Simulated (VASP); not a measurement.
NaI:

```xyz
2
Lattice="4.5770 0.0000 0.0000 2.2885 3.9638 0.0000 2.2885 1.3213 3.7371" Properties=species:S:1:pos:R:3 pbc="T T T"
Na    0.0000    0.0000    0.0000
I     4.5770    2.6425    1.8685
```

```yaml
Program: VASP 6.6.1
Task: relaxation of cell and atoms
Functional: revPBE
Dispersion: D3(BJ)
Potentials_or_basis: VASP PAW PBE potentials, release 64 (Na_pv, I)
Cutoff: 500 eV
k_mesh: 6 × 6 × 6
Occupations: gaussian, width 0.01 eV
Spin: no spin polarisation
```

At the start: pressure -1.0 GPa; volume 33.90 Å³/atom.

Q: How do energy, volume and symmetry change on relaxing?

A: Over 3 steps the energy falls by 6.8 meV/atom and the volume is 31.96 Å³/atom (-5.7 %); space group Fm-3m (No. 225, to 0.1 Å) before and after.

Step by step:
| step | energy change (eV) | largest force (eV/Å) | pressure (GPa) | volume (Å³) |
| --- | --- | --- | --- | --- |
| 1 | 0.0000 | 0.0000 | -1.02 | 67.80 |
| 2 | -0.0103 | 0.0000 | -0.53 | 65.70 |
| 3 | -0.0135 | 0.0000 | -0.04 | 63.92 |

Final structure:
```
Na I
1.0
     4.48799    0.00000    0.00000
     2.24400    3.88672    0.00000
     2.24400    1.29557    3.66443
Na I
1 1
Direct
  0.00000 0.00000 0.00000
  0.50000 0.50000 0.50000
```

Caveat: the PAW data sets were made with another functional, which shifts forces and pressure a little.
